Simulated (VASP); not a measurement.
Set up this calculation in VASP 6.6.1, as the native input.

```
Task                   : single point
Functional             : PBEsol
Potentials or basis    : VASP PAW PBE potentials, release 64 (Sn_d, O)
Cutoff                 : 520 eV
k mesh                 : 6 × 6 × 10
Occupations            : gaussian, width 0.02 eV
Spin                   : no spin polarisation
Dipole correction      : no
Further INCAR settings : ALGO = Normal; EDIFF = 1e-06; NBANDS = 35
```

The structure of SnO2 lies in POSCAR:

```
SnO2
1.0
    4.7694759386      0.0000000000      0.0000000000
    0.0000000000      4.7694759386      0.0000000000
    0.0000000000      0.0000000000      3.2116561588
Sn O
2 4
Direct
    0.0000000000      0.0000000000      0.0000000000
    0.5000000000      0.5000000000      0.5000000000
    0.3062727091      0.3062727091      0.0000000000
    0.1937272909      0.8062727091      0.5000000000
    0.6937272909      0.6937272909      0.0000000000
    0.8062727091      0.1937272909      0.5000000000
```

The input as run:

INCAR

```
SYSTEM = SnO2
PREC = Accurate
ENCUT = 520
EDIFF = 1E-6
ISMEAR = 0
SIGMA = 0.02
LREAL = .FALSE.
LASPH = .TRUE.
NELM = 100
ALGO = Normal
ISIF = 2
LWAVE = .FALSE.
LCHARG = .TRUE.
GGA = PS
LELF = .TRUE.
LVHAR = .TRUE.
NBANDS = 35
```

KPOINTS

```
regular mesh
0
G
  6 6 10
  0 0 0
```

Potentials or basis: VASP PAW PBE potentials, release 64 (Sn_d, O).

Launch:

```bash
$ cat potpaw_PBE.64/Sn_d/POTCAR potpaw_PBE.64/O/POTCAR > POTCAR
$ mpirun -np 1 vasp_std > vasp.out
```

Results of the run:

The pressure is 0.6 GPa. The largest force is 0.015 eV/Å. The band gap on the k mesh is 0.91 eV, direct.

Caveat: the PAW data sets were made with another functional, which shifts forces and pressure a little; spin-orbit coupling is left out, which moves the levels of the heavy elements.

Wall time 64 s on 1 thread of Intel(R) Xeon(R) Platinum 8488C (Sapphire Rapids) (shared host), peak memory 0.25 GiB.
